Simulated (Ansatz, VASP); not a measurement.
## Ca in VASP and in Ansatz

File INCAR:

```
SYSTEM = Ca
ALGO = Normal
EDIFF = 1E-7
ENCUT = 520
GGA = PE
ISIF = 2
ISMEAR = -1
LASPH = .True.
LCHARG = .False.
LREAL = .False.
LWAVE = .False.
NBANDS = 28
NELM = 60
PREC = Accurate
SIGMA = 0.1
```

KPOINTS

```
k-points
0
Gamma
  11 11 3
  0 0 0
```

The input POSCAR:

```
Ca
1.0
    3.9055176732      0.0000000000      0.0000000000
   -1.9527588366      3.3822775200      0.0000000000
    0.0000000000      0.0000000000     12.8100858679
Ca
4
Direct
    0.0000000000      0.0000000000      0.0000000000
    0.0000000000      0.0000000000      0.5000000000
    0.3333333333      0.6666666667      0.2500000000
    0.6666666667      0.3333333333      0.7500000000
```

Input for Ansatz:

```yaml
crystal:
  lattice:
    - [3.9055176732, 0.0, 0.0]
    - [-1.9527588366, 3.38227752, 0.0]
    - [0.0, 0.0, 12.8100858679]
  atoms:
    - { symbol: Ca, position: [0.0, 0.0, 0.0] }
    - { symbol: Ca, position: [0.0, 0.0, 0.5] }
    - { symbol: Ca, position: [0.3333333333, 0.6666666667, 0.25] }
    - { symbol: Ca, position: [0.6666666667, 0.3333333333, 0.75] }
hamiltonian:
  xc: pbe
  pseudopotentials:
    kind: paw
    azcp:
      Ca: "pseudopotentials/Ca.paw.azcp"
basis:
  ecutwfc: 420
  fft_grid_basis: typed
kpoints:
  mp_grid: { grid: [11, 11, 3], shift: [0, 0, 0] }
magnetization:
  spin_polarized: false
scf:
  occupations: { method: fermi_dirac, width: 0.1 }
  lower_state_search: "off"
output:
  stress: true
```

Alike in both runs: task single point; functional PBE; k mesh 11 × 11 × 3; occupations fermi-dirac, width 0.1 eV; no spin polarisation.

|  | VASP | Ansatz |
| --- | --- | --- |
| version | VASP 6.6.1 | Ansatz 0.2.0 |
| potentials or method | VASP PAW PBE potentials, release 64 (Ca_sv), cutoff 520 eV | plane waves (420 eV) with PAW, scalar-relativistic |
| valence electrons in the cell | 40 | 40 |

```tsv
	VASP	Ansatz	Ansatz less VASP
pressure (GPa)	0.0	0.0	-0.01
```
